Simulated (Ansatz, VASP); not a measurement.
One calculation of In, two programs

```xyz
1
Lattice="-1.5998 1.5998 2.4920 1.5998 -1.5998 2.4920 1.5998 1.5998 -2.4920" Properties=species:S:1:pos:R:3 pbc="T T T"
In    0.0000    0.0000    0.0000
```

Alike in both runs: functional PBEsol; k mesh 18 × 18 × 18; occupations gaussian, width 0.05 eV; no spin polarisation.

Ansatz relaxed the structure, and its values are those at the end. VASP's run is a single point on that final structure, the one shown.

```csv
,VASP,Ansatz
version,VASP 6.6.1,Ansatz 0.2.0
potentials or method,"VASP PAW PBE potentials, release 64 (In_d), cutoff 520 eV","scalar-relativistic, plane waves, PAW"
valence electrons in the cell,13,13
```

|  | VASP | Ansatz | Ansatz less VASP |
| --- | --- | --- | --- |
| pressure (GPa) | -0.1 | 0.0 | +0.01 |

VASP's potentials were made for PBE, not for PBEsol. The functional is the same, so the differences come from potentials, cutoffs and numerics.
